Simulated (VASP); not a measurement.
Set up this calculation in VASP 6.6.1, as the native input.

| Item | Value |
| --- | --- |
| Task | single point |
| Functional | r2SCAN |
| Potentials or basis | VASP PAW PBE potentials, release 64 (Ga_d, N_h) |
| Cutoff | 1460 eV |
| k mesh | 8 × 8 × 8 |
| Occupations | gaussian, width 0.1 eV |
| Spin | no spin polarisation |
| Dipole correction | no |
| Further INCAR settings | ALGO = Normal; EDIFF = 1e-06; NBANDS = 16 |

Crystal: GaN.

```
CELL_PARAMETERS angstrom
0.00000 2.25350 2.25350
2.25350 0.00000 2.25350
2.25350 2.25350 0.00000
ATOMIC_POSITIONS crystal
Ga 0.00000 0.00000 0.00000
N 0.25000 0.25000 0.25000
```

One way to write it, as run:

POSCAR

```
GaN
1.0
    0.0000000000      2.2535006100      2.2535006100
    2.2535006100      0.0000000000      2.2535006100
    2.2535006100      2.2535006100      0.0000000000
Ga N
1 1
Direct
    0.0000000000      0.0000000000      0.0000000000
    0.2500000000      0.2500000000      0.2500000000
```

INCAR.step1

```
SYSTEM = GaN
ALGO = Normal ; EDIFF = 1E-5
ENCUT = 1460 ; GGA = PE
GGA_COMPAT = .FALSE. ; ISMEAR = 0
LASPH = .TRUE. ; LCHARG = .FALSE.
LREAL = .FALSE. ; LWAVE = .TRUE.
NBANDS = 16 ; NELM = 120
PREC = Accurate ; SIGMA = 0.1
```

INCAR.step2

```
SYSTEM = GaN
ALGO = Normal ; EDIFF = 1E-6
ENCUT = 1460 ; GGA_COMPAT = .FALSE.
ISIF = 2 ; ISMEAR = 0
ISTART = 1 ; LASPH = .TRUE.
LCHARG = .TRUE. ; LELF = .TRUE.
LMIXTAU = .TRUE. ; LREAL = .FALSE.
LVHAR = .TRUE. ; LWAVE = .FALSE.
METAGGA = R2SCAN ; NBANDS = 16
NELM = 120 ; PREC = Accurate
SIGMA = 0.1
```

KPOINTS

```
k-points
0
G
  8 8 8
  0 0 0
```

Potentials or basis: VASP PAW PBE potentials, release 64 (Ga_d, N_h).

Run with:

```bash
$ cat potpaw_PBE.64/Ga_d/POTCAR potpaw_PBE.64/N_h/POTCAR > POTCAR
$ cp INCAR.step1 INCAR
$ mpirun -np 1 vasp_std > vasp.out
$ cp INCAR.step2 INCAR
$ mpirun -np 1 vasp_std > vasp.out
```

Results of the run:

| Quantity | Value |
| --- | --- |
| Pressure | -0.1 GPa |
| Band gap on the k mesh | 2.12 eV |

Caveat: the PAW data sets were made with another functional, which shifts forces and pressure a little.

Run time: 83 s on 1 thread of AMD EPYC 9R45 96-Core Processor (Zen 5), on a shared host, peak memory 0.26 GiB.
